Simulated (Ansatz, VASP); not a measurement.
## MgS in VASP and in Ansatz

```xyz
2
Lattice="0.0000 2.5910 2.5910 2.5910 0.0000 2.5910 2.5910 2.5910 0.0000" Properties=species:S:1:pos:R:3 pbc="T T T"
Mg    0.0000    0.0000    0.0000
S     2.5910    2.5910    2.5910
```

Alike in both runs: functional PBEsol; k mesh 12 × 12 × 12; occupations fermi-dirac, width 0.1 eV; no spin polarisation.

Ansatz relaxed the structure, and its values are those at the end. VASP's run is a single point on that final structure, the one shown.

```csv
,VASP,Ansatz
version,VASP 6.6.1,Ansatz 0.2.0
potentials or method,"VASP PAW PBE potentials, release 64 (Mg, S)","PAW with Ansatz's default frozen-core files, scalar-relativistic"
plane-wave cutoff (eV),520,420
valence electrons in the cell,8,16
```

VASP gave:

| Item | Value |
| --- | --- |
| pressure (GPa) | -0.2 |

Question: What did Ansatz give for the same quantities?

Answer: Pressure (GPa): 0.0.

VASP's potentials were made for PBE, not for PBEsol. VASP's potentials hold 8 valence electrons a cell and Ansatz's 16, so a difference there can come from the potentials and not from the codes.
